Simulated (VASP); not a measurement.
# CsSnI3 (P4/mmm) in VASP: further runs

Runs on CsSnI3. Level: r2SCAN. Tasks: single point.

Everything below comes from runs of VASP 6.6.1. Logs are shortened: lines on timing, memory, paths and dates and some standing lists are left out, and cuts for length are marked.

### Step 1. The cell of the first run

Symmetry: P4/mmm, No. 123, tetragonal system. Conventional cell: a = 6.241 Å, b = 6.241 Å, c = 6.304 Å, α = 90.00°, β = 90.00°, γ = 90.00°. Cs (site symmetry 4/mmm) has 12 I at 4.41 to 4.44 Å and 8 Sn at 5.42 Å within 5.8 Å. Sn (site symmetry 4/mmm) has 6 I at 3.12 to 3.15 Å within 4.1 Å. Within 4.1 Å of I (site symmetry 4/mmm) lie 2 Sn at 3.15 Å. I (site symmetry mmm) has 2 Sn at 3.12 Å within 4.1 Å.

### Step 2. Single point, r2SCAN (uniaxial z strain +1.0%)

POSCAR

```
CsSnI3
1.0
    6.2414907048      0.0000000000      0.0000000000
    0.0000000000      6.2414907048      0.0000000000
    0.0000000000      0.0000000000      6.3039056119
Cs Sn I
1 1 3
Direct
    0.0000000000      0.0000000000      0.0000000000
    0.5000000000      0.5000000000      0.5000000000
    0.5000000000      0.5000000000      0.0000000000
    0.5000000000      0.0000000000      0.5000000000
    0.0000000000      0.5000000000      0.5000000000
```

INCAR.step1

```
ALGO = Normal ; EDIFF = 1E-4
ENCUT = 520 ; GGA = PE
ISMEAR = 0 ; LASPH = T
LCHARG = F ; LREAL = F
LWAVE = T ; NBANDS = 30
NELM = 60 ; PREC = Accurate
SIGMA = 0.01
```

INCAR.step2

```
ALGO = Normal ; EDIFF = 1E-7
ENCUT = 520 ; ISIF = 2
ISMEAR = 0 ; ISTART = 1
LASPH = T ; LCHARG = F
LMIXTAU = T ; LREAL = F
LWAVE = F ; METAGGA = R2SCAN
NBANDS = 30 ; NELM = 60
PREC = Accurate ; SIGMA = 0.01
```

KPOINTS

```
k-points
0
Gamma
  4 4 4
```

Potentials or basis: VASP PAW PBE potentials, release 64 (Cs_sv, Sn_d, I).

Run with:

```sh
> cat potpaw_PBE.64/Cs_sv/POTCAR potpaw_PBE.64/Sn_d/POTCAR potpaw_PBE.64/I/POTCAR > POTCAR
> cp INCAR.step1 INCAR
> mpirun -np 1 vasp_std > vasp.out
> cp INCAR.step2 INCAR
> mpirun -np 1 vasp_std > vasp.out
```

OUTCAR:

```text
EDIFF = 1E-7
   ENCUT = 520
   ISIF = 2
   ISMEAR = 0
   ISTART = 1
   LASPH = T
   LREAL = F
   METAGGA = R2SCAN
   NELM = 60
   PREC = Accurate

 ion  position               nearest neighbor table
   1  0.000  0.000  0.000-
   2  0.500  0.500  0.500-   4 3.12   5 3.12   4 3.12   5 3.12   3 3.15   3 3.15
   3  0.500  0.500  0.000-   2 3.15   2 3.15
   4  0.500  0.000  0.500-   2 3.12   2 3.12
   5  0.000  0.500  0.500-   2 3.12   2 3.12

  LATTYP: Found a simple tetragonal cell.
 ALAT       =     6.2414907048
 C/A-ratio  =     1.0100000000

  Lattice vectors:

 A1 = (   6.2414907048,   0.0000000000,   0.0000000000)
 A2 = (   0.0000000000,   6.2414907048,   0.0000000000)
 A3 = (   0.0000000000,   0.0000000000,   6.3039056119)

Analysis of symmetry for initial positions (statically):
=====================================================================
 Subroutine PRICEL returns:
 Original cell was already a primitive cell.

 Routine SETGRP: Setting up the symmetry group for a
 simple tetragonal supercell.

 Subroutine GETGRP returns: Found 16 space group operations
 (whereof 16 operations were pure point group operations)
 out of a pool of 16 trial point group operations.

The static configuration has the point symmetry D_4h.

Analysis of symmetry for dynamics (positions and initial velocities):
=====================================================================
 Subroutine PRICEL returns:
 Original cell was already a primitive cell.

 Routine SETGRP: Setting up the symmetry group for a
 simple tetragonal supercell.

 Subroutine GETGRP returns: Found 16 space group operations
 (whereof 16 operations were pure point group operations)
 out of a pool of 16 trial point group operations.

The dynamic configuration has the point symmetry D_4h.

 Subroutine INISYM returns: Found 16 space group operations
 (whereof 16 operations are pure point group operations),
 and found     1 'primitive' translations

----------------------------------------------------------------------------------------

                                     Primitive cell

  volume of cell :     245.5762

  direct lattice vectors                    reciprocal lattice vectors
     6.241490705  0.000000000  0.000000000     0.160218135  0.000000000  0.000000000
     0.000000000  6.241490705  0.000000000     0.000000000  0.160218135  0.000000000
     0.000000000  0.000000000  6.303905612     0.000000000  0.000000000  0.158631817

  length of vectors
     6.241490705  6.241490705  6.303905612     0.160218135  0.160218135  0.158631817

  position of ions in fractional coordinates (direct lattice)
     0.000000000  0.000000000  0.000000000
     0.500000000  0.500000000  0.500000000
     0.500000000  0.500000000  0.000000000
     0.500000000  0.000000000  0.500000000
     0.000000000  0.500000000  0.500000000

  ion indices of the primitive-cell ions
   primitive index   ion index
                 1           1
                 2           2
                 3           3
                 4           4
                 5           5

----------------------------------------------------------------------------------------

 KPOINTS: k-points

Automatic generation of k-mesh.
 Grid dimensions read from file:
 generate k-points for:    4    4    4

 Generating k-lattice:

  Cartesian coordinates                     Fractional coordinates (reciprocal lattice)
     0.040054534  0.000000000  0.000000000     0.250000000  0.000000000  0.000000000
     0.000000000  0.040054534  0.000000000     0.000000000  0.250000000  0.000000000
     0.000000000  0.000000000  0.039657954     0.000000000  0.000000000  0.250000000

  Length of vectors
     0.040054534  0.040054534  0.039657954

  Shift w.r.t. Gamma in fractional coordinates (k-lattice)
     0.000000000  0.000000000  0.000000000

 Subroutine IBZKPT returns following result:
 ===========================================

 Found     18 irreducible k-points:

 Following reciprocal coordinates:
            Coordinates               Weight
  0.000000  0.000000  0.000000      1.000000
  0.250000  0.000000  0.000000      4.000000
  0.500000  0.000000  0.000000      2.000000
  0.250000  0.250000  0.000000      4.000000
  0.500000  0.250000  0.000000      4.000000
  0.500000  0.500000  0.000000      1.000000
[... 10 lines left out ...]
  0.500000  0.250000  0.500000      4.000000
  0.500000  0.500000  0.500000      1.000000
   k-points           NKPTS =     18   k-points in BZ     NKDIM =     18   number of bands    NBANDS=     30
   number of dos      NEDOS =    301   number of ions     NIONS =      5
   total plane-waves  NPLWV = 110592
   dimension x,y,z NGX =    48 NGY =   48 NGZ =   48
   dimension x,y,z NGXF=    96 NGYF=   96 NGZF=   96
   ions per type =               1   1   3
   NGX,Y,Z   is equivalent  to a cutoff of  12.79, 12.79, 12.66 a.u.
   NGXF,Y,Z  is equivalent  to a cutoff of  25.57, 25.57, 25.32 a.u.
 SYSTEM =  unknown system
   PREC   = accura    normal or accurate (medium, high low for compatibility)
   ISTART =      1    job   : 0-new  1-cont  2-samecut
   ICHARG =      0    charge: 1-file 2-atom 10-const
   ISPIN  =      1    spin polarized calculation?
   LNONCOLLINEAR =      F non collinear calculations
   LSORBIT =      F    spin-orbit coupling
   LASPH  =      T    aspherical Exc in radial PAW
   ENCUT  =  520.0 eV  38.22 Ry    6.18 a.u.  11.61 11.61 11.72*2*pi/ulx,y,z
   NELM   =     60;   NELMIN=  2; NELMDL=  0     # of ELM steps
   EDIFF  = 0.1E-06   stopping-criterion for ELM
   LREAL  =      F    real-space projection
   EDIFFG = 0.1E-05   stopping-criterion for IOM
   NSW    =      0    number of steps for IOM
   IBRION =     -1    ionic relax: 0-MD 1-quasi-New 2-CG
   NFREE  =      0    steps in history (QN), initial steepest desc. (CG)
   ISIF   =      2    stress and relaxation
   ISYM   =      2    0-nonsym 1-usesym 2-fastsym
   POTIM  = 0.5000    time-step for ionic-motion
   TEBEG  =    0.0;   TEEND  =   0.0 temperature during run
   PSTRESS=    0.0 pullay stress
   NELECT =      44.0000    total number of electrons
   NUPDOWN=      -1.0000    fix difference up-down
   EMIN   =  10.00;   EMAX   =-10.00  energy-range for DOS
   EFERMI =   0.00;   METHOD = LEGACY
   ISMEAR =     0;   SIGMA  =   0.01  broadening in eV -4-tet -1-fermi 0-gaus
   EFERMI_NEDOS =   21; number of points for ismear=-14 and -15
   IALGO  =     38    algorithm
   IMIX   =      4    mixing-type and parameters
     AMIX     =   0.40;   BMIX     =  1.00
     AMIX_MAG =   1.60;   BMIX_MAG =  1.00
  volume/ion in A,a.u.               =      49.12       331.45
  Fermi-wavevector in a.u.,A,eV,Ry     =   0.922919  1.744064 11.589164  0.851780
  Thomas-Fermi vector in A             =   2.048499
   LORBIT       =      0    0 simple, 1 ext, 2 COOP (PROOUT), +10 PAW based schemes
   METAGGA = R2SCAN    functional components
   LHFCALC =     F    Hartree Fock is set to
   AEXX    =    0.0000 exact exchange contribution
   IVDW    =     0    specifies the selected vdW correction
   LEPSILON=     F    determine dielectric tensor
   LRPA    =     F    only Hartree local field effects (RPA)
 non-spin polarized calculation
 Gauss-broadening in eV      SIGMA  =   0.01
  energy-cutoff  :      520.00
  volume of cell :      245.58
 maximum number of plane-waves:      6680
 NGX is ok and might be reduce to    48
   NGX = 23   NGY = 23   NGZ = 23

 number of electron      43.9999981 magnetization

 Free energy of the ion-electron system (eV)
  ---------------------------------------------------
  ext. energy  EPLUGINS =         0.00000000
  ---------------------------------------------------
  free energy    TOTEN  =      -128.62905638 eV

  energy without entropy =     -128.62905638  energy(sigma->0) =     -128.62905638

 E-fermi :   2.5567     XC(G=0):  -7.7868

 val. band max:        2.4942225664   @ k =   0.5000   0.5000   0.5000
 cond. band min:       2.9982408609   @ k =   0.5000   0.5000   0.5000
 fundamental gap:      0.5040182946
 Fermi energy:         2.5566970949

 k-point     1 :       0.0000    0.0000    0.0000
  band No.  band energies     occupation
      1     -20.4974      2.00000
      2     -20.3736      2.00000
      3     -20.3734      2.00000
      4     -20.3514      2.00000
      5     -20.3514      2.00000
      6     -20.3494      2.00000
[... 22 lines left out ...]
     29       7.2732      0.00000
     30       7.4734      0.00000

 k-point     2 :       0.2500    0.0000    0.0000
  band No.  band energies     occupation
      1     -20.4972      2.00000
      2     -20.3735      2.00000
      3     -20.3727      2.00000
      4     -20.3514      2.00000
      5     -20.3514      2.00000
      6     -20.3495      2.00000
[... 22 lines left out ...]
     29       6.8576      0.00000
     30       7.2920      0.00000

 k-point     3 :       0.5000    0.0000    0.0000
  band No.  band energies     occupation
      1     -20.4970      2.00000
      2     -20.3735      2.00000
      3     -20.3719      2.00000
      4     -20.3515      2.00000
      5     -20.3514      2.00000
      6     -20.3496      2.00000
[... 22 lines left out ...]
     29       7.1579      0.00000
     30       7.2593      0.00000

 k-point     4 :       0.2500    0.2500    0.0000
  band No.  band energies     occupation
      1     -20.4970      2.00000
      2     -20.3730      2.00000
      3     -20.3724      2.00000
      4     -20.3514      2.00000
      5     -20.3514      2.00000
      6     -20.3496      2.00000
[... 418 lines left out ...]
     29       7.4776      0.00000
     30       7.5354      0.00000

 k-point    17 :       0.5000    0.2500    0.5000
  band No.  band energies     occupation
      1     -20.4965      2.00000
      2     -20.3720      2.00000
      3     -20.3712      2.00000
      4     -20.3516      2.00000
      5     -20.3516      2.00000
      6     -20.3497      2.00000
[... 22 lines left out ...]
     29       7.2485      0.00000
     30       7.8062      0.00000

 k-point    18 :       0.5000    0.5000    0.5000
  band No.  band energies     occupation
      1     -20.4964      2.00000
      2     -20.3713      2.00000
      3     -20.3712      2.00000
      4     -20.3517      2.00000
      5     -20.3517      2.00000
      6     -20.3498      2.00000
[... 22 lines left out ...]
     29       6.9664      0.00000
     30       8.1201      0.00000

------------------------ aborting loop because EDIFF is reached ----------------------------------------

  FORCE on cell =-STRESS in cart. coord.  units (eV):
  Direction    XX          YY          ZZ          XY          YZ          ZX
  --------------------------------------------------------------------------------------
  -------------------------------------------------------------------------------------
  Total       -0.0728142     -0.0728142     -0.5984465      0.0000000      0.0000000      0.0000000
  in kB       -0.4750511     -0.4750511     -3.9043574      0.0000000      0.0000000      0.0000000
  external PRESSURE =      -1.6181532 kB  Pullay stress =       0.0000000 kB

 VOLUME and BASIS-vectors are now :
 -----------------------------------------------------------------------------
  energy-cutoff  :      520.00
  volume of cell :      245.58
      direct lattice vectors                 reciprocal lattice vectors
     6.241490705  0.000000000  0.000000000     0.160218135  0.000000000  0.000000000
     0.000000000  6.241490705  0.000000000     0.000000000  0.160218135  0.000000000
     0.000000000  0.000000000  6.303905612     0.000000000  0.000000000  0.158631817

 POSITION                                       TOTAL-FORCE (eV/Angst)
 -----------------------------------------------------------------------------------
      0.00000      0.00000      0.00000         0.000000      0.000000      0.000000
      3.12075      3.12075      3.15195         0.000000      0.000000      0.000000
      3.12075      3.12075      0.00000         0.000000      0.000000      0.000000
      3.12075      0.00000      3.15195         0.000000      0.000000      0.000000
      0.00000      3.12075      3.15195         0.000000      0.000000      0.000000
 -----------------------------------------------------------------------------------
    total drift:                                0.000000     -0.000000     -0.000000

  FREE ENERGIE OF THE ION-ELECTRON SYSTEM (eV)
  ---------------------------------------------------
  free  energy   TOTEN  =      -128.6290563781 eV

  energy  without entropy=     -128.6290563781  energy(sigma->0) =     -128.62905638
```

It took 3.7 min on 1 thread of Intel Xeon Platinum 8488C (Sapphire Rapids), shared host; peak memory 0.44 GiB.

Results:

| Quantity | Value |
| --- | --- |
| Free energy | -128.6291 eV |
| Pressure | -0.2 GPa |
| Band gap on the k mesh | 0.50 eV |

Levels at points of the mesh, in eV from the valence-band top:
| k point | band 20 | band 21 | band 22 | band 23 | band 24 | band 25 |
| --- | --- | --- | --- | --- | --- | --- |
| (0.00, 0.00, 0.00) | -2.29 | -2.29 | -2.28 | 2.65 | 3.48 | 3.50 |
| (0.50, 0.00, 0.00) | -2.40 | -2.40 | -1.62 | 1.27 | 4.17 | 4.31 |
| (0.50, 0.50, 0.00) | -2.66 | -1.85 | -0.77 | 0.96 | 0.96 | 4.09 |
| (0.00, 0.00, 0.50) | -2.39 | -2.39 | -1.69 | 1.26 | 4.13 | 4.30 |
| (0.50, 0.00, 0.50) | -2.66 | -1.87 | -0.83 | 0.94 | 0.99 | 4.28 |
| (0.50, 0.50, 0.50) | -1.85 | -1.83 | 0.00 | 0.50 | 0.57 | 0.57 |

Caveat: the cell differs from its parent crystal (uniaxial z strain +1.0%); semilocal functionals underestimate gaps, and a narrow one can read as zero; the PAW data sets were made with another functional, which shifts forces and pressure a little; spin-orbit coupling is left out, which moves the levels of the heavy elements. A k mesh can miss the band edges.

### Step 3. Single point, r2SCAN (uniaxial z strain +2.0%)

Changes to POSCAR since step 2:

```diff
@@ -4,3 +4,3 @@
     0.0000000000      6.2414907048      0.0000000000
-    0.0000000000      0.0000000000      6.3039056119
+    0.0000000000      0.0000000000      6.3663205189
 Cs Sn I
```

INCAR.step1

```
ALGO = Normal
EDIFF = 1E-4
ENCUT = 520
GGA = PE
ISMEAR = 0
LASPH = T
LCHARG = F
LREAL = F
LWAVE = T
NBANDS = 30
NELM = 100
PREC = Accurate
SIGMA = 0.01
```

INCAR.step2

```
ALGO = Normal
EDIFF = 1E-7
ENCUT = 520
ISIF = 2
ISMEAR = 0
ISTART = 1
LASPH = T
LCHARG = T
LELF = T
LMIXTAU = T
LREAL = F
LVHAR = T
LWAVE = F
METAGGA = R2SCAN
NBANDS = 30
NELM = 100
PREC = Accurate
SIGMA = 0.01
```

KPOINTS is that of step 2.

Potentials or basis: VASP PAW PBE potentials, release 64 (Cs_sv, Sn_d, I).

Run with:

```sh
> cat potpaw_PBE.64/Cs_sv/POTCAR potpaw_PBE.64/Sn_d/POTCAR potpaw_PBE.64/I/POTCAR > POTCAR
> cp INCAR.step1 INCAR
> mpirun -np 1 vasp_std > vasp.out
> cp INCAR.step2 INCAR
> mpirun -np 1 vasp_std > vasp.out
```

It took 4.5 min on 1 thread of Intel Xeon Platinum 8488C (Sapphire Rapids), shared host; peak memory 0.45 GiB.

Results (log left out):

| Item | Value |
| --- | --- |
| Free energy | -128.6208 eV |
| Pressure | -0.3 GPa |
| Band gap on the k mesh | 0.50 eV |

Stress tensor (GPa, compression positive):
```
-0.10  0.00  0.00
 0.00 -0.10  0.00
 0.00  0.00 -0.74
```

Levels at points of the mesh, in eV from the valence-band top:
| k point | band 18 | band 19 | band 20 | band 21 | band 22 | band 23 | band 24 | band 25 | band 26 | band 27 |
| --- | --- | --- | --- | --- | --- | --- | --- | --- | --- | --- |
| (0.00, 0.00, 0.00) | -2.36 | -2.36 | -2.23 | -2.23 | -2.22 | 2.70 | 3.53 | 3.58 | 3.93 | 3.93 |
| (0.50, 0.00, 0.00) | -2.60 | -2.51 | -2.34 | -2.33 | -1.56 | 1.31 | 4.22 | 4.30 | 4.35 | 4.66 |
| (0.50, 0.50, 0.00) | -2.67 | -2.67 | -2.60 | -1.78 | -0.71 | 0.99 | 0.99 | 3.96 | 4.77 | 4.90 |
| (0.00, 0.00, 0.50) | -2.56 | -2.51 | -2.33 | -2.33 | -1.70 | 1.28 | 4.14 | 4.35 | 4.60 | 4.70 |
| (0.50, 0.00, 0.50) | -2.65 | -2.62 | -2.59 | -1.82 | -0.84 | 0.95 | 1.05 | 4.35 | 4.75 | 4.89 |
| (0.50, 0.50, 0.50) | -2.58 | -1.80 | -1.80 | -1.77 | 0.00 | 0.50 | 0.63 | 0.63 | 3.54 | 4.47 |

Caveat: the cell differs from its parent crystal (uniaxial z strain +2.0%); semilocal functionals underestimate gaps, and a narrow one can read as zero; the PAW data sets were made with another functional, which shifts forces and pressure a little; spin-orbit coupling is left out, which moves the levels of the heavy elements. A k mesh can miss the band edges.

(Part 1 of 2 ends here.)
